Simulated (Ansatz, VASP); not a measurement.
## Nb in VASP and in Ansatz

```
Nb
1.0
    -1.63500    1.63500    1.63500
     1.63500   -1.63500    1.63500
     1.63500    1.63500   -1.63500
Nb
1
Direct
  0.00000 0.00000 0.00000
```

Alike in both runs: task single point; functional PBEsol; k mesh 8 × 8 × 8; occupations gaussian, width 0.1 eV; no spin polarisation.

|  | VASP | Ansatz |
| --- | --- | --- |
| version | VASP 6.6.1 | Ansatz 0.2.0 |
| potentials or method | VASP PAW PBE potentials, release 64 (Nb_sv), cutoff 500 eV | scalar-relativistic, plane waves, PAW |
| valence electrons in the cell | 13 | 13 |

Ansatz gave:

* gap on the k mesh at the Fermi level (eV): none
* pressure (GPa): 1.1

Problem. Which values does VASP return?

Solution. gap on the k mesh at the Fermi level (eV): none; pressure (GPa): 0.7.

VASP's potentials were made for PBE, not for PBEsol, and Ansatz warns of the same on its side. A gap of «none» marks a metal or a gap that the smearing closes.
